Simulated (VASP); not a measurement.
Bi, 2 atoms in the cell. Symmetry: R-3m, No. 166, trigonal system. The conventional cell has a = 4.576 Å, b = 4.576 Å, c = 11.941 Å, α = 90.00°, β = 90.00°, γ = 120.00°. Within 4.1 Å of Bi (site symmetry 3m) lie 6 Bi at 3.09 to 3.55 Å. 

* Program: VASP 6.6.1
* Task: electric field gradients
* Functional: PBE
* Potentials or basis: VASP PAW PBE potentials, release 64 (Bi_d)
* Cutoff: 520 eV
* k mesh: 11 × 11 × 11
* Occupations: fermi-dirac, width 0.03 eV
* Spin: no spin polarisation
* Dipole correction: no
* Further INCAR settings: ALGO = Normal; EDIFF = 1e-08; NBANDS = 22

Potentials or basis: VASP PAW PBE potentials, release 64 (Bi_d).

The run is started by

```console
$ cat potpaw_PBE.64/Bi_d/POTCAR > POTCAR
$ mpirun -np 1 vasp_std > vasp.out
```

Hardware: 1 thread of Intel(R) Xeon(R) Platinum 8559C (Emerald Rapids), with other jobs on the host.

How long does it take, and how much memory?

Run time: 110 s on 1 thread of Intel(R) Xeon(R) Platinum 8559C (Emerald Rapids), on a shared host, peak memory 0.32 GiB. Counts: scf iterations 15, k points 146.
